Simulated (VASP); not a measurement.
Crystal: BN.

```
B N
1.0
     2.64571    0.00000    0.00000
    -1.32285    2.29125    0.00000
     0.00000    0.00000    4.18964
B N
2 2
Direct
  0.33333 0.66667 0.00037
  0.66667 0.33333 0.50037
  0.33333 0.66667 0.37463
  0.66667 0.33333 0.87463
```

This cell differs from its parent crystal: epitaxial xy strain +4.0%.

Base run:

```yaml
Program: VASP 6.6.1
Functional: PBE
Potentials_or_basis: VASP PAW PBE potentials, release 64 (B, N)
Cutoff: 520 eV
k_mesh: 12 × 12 × 6
Occupations: fermi-dirac, width 0.02 eV
Spin: no spin polarisation
```

Its results: band gap on the k mesh 5.40 eV, indirect (least direct gap 7.58 eV); pressure -19.4 GPa; largest force 0.058 eV/Å.

Problem. The run is repeated on the same cell with these changes: functional from PBE to r2SCAN; occupations from fermi-dirac, width 0.02 eV to gaussian, width 0.01 eV. What comes out?

Solution. Band gap on the k mesh 5.92 eV, indirect (least direct gap 8.21 eV); pressure -23.5 GPa; largest force 0.008 eV/Å.

Caveats: the PAW data sets were made with another functional, which shifts forces and pressure a little (some runs).

A k mesh can miss the band edges.
